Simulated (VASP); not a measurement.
A run of VASP 6.6.1 is set up as follows.

The input POSCAR:

```
PtPbI6
1.0
    3.5524753734      2.0510226099      6.7595808619
   -3.5524753734      2.0510226099      6.7595808619
    0.0000000000     -4.1020452295      6.7595808589
Pt Pb I
1 1 6
Direct
    0.0000000000      0.0000000000      0.0000000000
    0.5000000000      0.5000000000      0.5000000000
    0.7877419331      0.4046343983      0.0359284526
    0.4046343983      0.0359284526      0.7877419331
    0.9640715474      0.2122580669      0.5953656017
    0.5953656017      0.9640715474      0.2122580669
    0.2122580669      0.5953656017      0.9640715474
    0.0359284526      0.7877419331      0.4046343983
```

Contents of INCAR.step1:

```
PREC = Accurate
ENCUT = 520
ISMEAR = -1
SIGMA = 0.03
LREAL = False
LASPH = True
NELM = 100
NBANDS = 43
GGA = PE
ALGO = Normal
EDIFF = 1E-4
LWAVE = True
LCHARG = False
```

Contents of INCAR.step2:

```
PREC = Accurate
ENCUT = 520
EDIFF = 1E-6
ISMEAR = -1
SIGMA = 0.03
LREAL = False
LASPH = True
NELM = 100
ALGO = Normal
ISIF = 2
LWAVE = False
LCHARG = False
METAGGA = R2SCAN
LMIXTAU = True
LUSE_VDW = True
IVDW_NL = 2
BPARAM = 11.95
CPARAM = 0.0093
NBANDS = 43
ISTART = 1
```

File KPOINTS:

```
Automatic mesh
0
Gamma
  4 4 4
```

Potentials or basis: VASP PAW PBE potentials, release 64 (Pt, Pb_d, I).

The run is started by

```console
$ cat potpaw_PBE.64/Pt/POTCAR potpaw_PBE.64/Pb_d/POTCAR potpaw_PBE.64/I/POTCAR > POTCAR
$ cp INCAR.step1 INCAR
$ mpirun -np 1 vasp_std > vasp.out
$ cp INCAR.step2 INCAR
$ mpirun -np 1 vasp_std > vasp.out
```

**Question.** What does it give for the pressure?

**Answer.** 0.1 GPa.

**Question.** What does it give for the band gap on the k mesh?

**Answer.** 0.66 eV (least direct gap 0.70 eV).

**Question.** Predict the largest force.

**Answer.** 0.011 eV/Å.

Forces in eV/Å, atoms in the order of the input:
```
Pt   0.000  0.000  0.000
Pb   0.000  0.000  0.000
I   -0.005  0.010 -0.001
I    0.011 -0.001 -0.001
I    0.006  0.009  0.001
I   -0.011  0.001  0.001
I    0.005 -0.010  0.001
I   -0.006 -0.009 -0.001
```

Caveat: the PAW data sets were made with another functional, which shifts forces and pressure a little; spin-orbit coupling is left out, which moves the levels of the heavy elements. A k mesh can miss the band edges.
